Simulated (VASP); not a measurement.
# Bi: electric field gradients with LDA

The system is Bi.

```
Bi
1.0
     2.27300    1.31232    3.99354
    -2.27300    1.31232    3.99354
     0.00000   -2.62463    3.99354
Bi
2
Direct
  0.23389 0.23389 0.23389
  0.76611 0.76611 0.76611
```

This cell differs from its parent crystal: zz strain of +1 %.

```
Program                : VASP 6.6.1
Task                   : electric field gradients
Functional             : LDA
Potentials or basis    : VASP PAW LDA potentials, release 64 (Bi_d)
Cutoff                 : 520 eV
k mesh                 : 11 × 11 × 11
Occupations            : fermi-dirac, width 0.03 eV
Spin                   : no spin polarisation
Dipole correction      : no
Further INCAR settings : ALGO = Normal; EDIFF = 1e-08; NBANDS = 22
```

The pressure is -2.2 GPa. The band gap on the k mesh is zero (band 15 reaches 5.87 eV, above the bottom of band 16 at 5.80 eV).

Stress tensor (GPa, compression positive):
```
-2.13  0.00  0.00
 0.00 -2.13  0.00
 0.00  0.00 -2.21
```

Levels at points of the mesh, in eV from the Fermi level:
```
           k point  band 11  band 12  band 13  band 14  band 15  band 16  band 17  band 18  band 19  band 20
(0.00, 0.00, 0.00)   -12.99    -7.52    -1.49    -1.14    -1.14     2.47     2.92     2.92     5.67     5.88
```

Electric field gradients, principal values (V/Å²):
| atom | least | middle | greatest (by size) |
| --- | --- | --- | --- |
| 1 Bi | 12.351 | 12.351 | -24.702 |
| 2 Bi | 12.351 | 12.351 | -24.702 |

Wall time 71 s on 1 thread of Intel(R) Xeon(R) Platinum 8559C (Emerald Rapids), on a shared host, peak memory 0.3 GiB.

Caveat: the cell differs from its parent crystal (zz strain of +1 %); without QUAD_EFG the Cq values of the log hold for a quadrupole moment of 1 mb, not for the nuclei; spin-orbit coupling is left out, which moves the levels of the heavy elements.
